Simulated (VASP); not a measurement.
Ru, 2 atoms in the cell. The structure is cubic, space group Fd-3m (No. 227). The conventional cell has a = 5.328 Å, b = 5.328 Å, c = 5.328 Å, α = 90.00°, β = 90.00°, γ = 90.00°. Ru (site symmetry -43m) has 4 Ru at 2.31 Å within 3.0 Å.  This cell differs from its parent crystal: volume scaled by 0.92.

| Item | Value |
| --- | --- |
| Program | VASP 6.6.1 |
| Task | single point |
| Functional | revPBE |
| Potentials or basis | VASP PAW PBE potentials, release 64 (Ru_pv) |
| Cutoff | 520 eV |
| k mesh | 11 × 11 × 11 |
| Occupations | fermi-dirac, width 0.1 eV |
| Spin | no spin polarisation |
| Dipole correction | no |
| Further INCAR settings | ALGO = Normal; EDIFF = 1e-06; NBANDS = 21 |

Potentials or basis: VASP PAW PBE potentials, release 64 (Ru_pv).

The run is started by

```bash
$ cat potpaw_PBE.64/Ru_pv/POTCAR > POTCAR
$ mpirun -np 1 vasp_std > vasp.out
```

Hardware: 1 thread of Intel(R) Xeon(R) 6975P-C (Granite Rapids), on a shared host.

Q: How long does it take, and how much memory?

A: Wall time 16 s on 1 thread of Intel(R) Xeon(R) 6975P-C (Granite Rapids), with other jobs on the host, peak memory 0.17 GiB. Counts: scf iterations 11, k points 56.
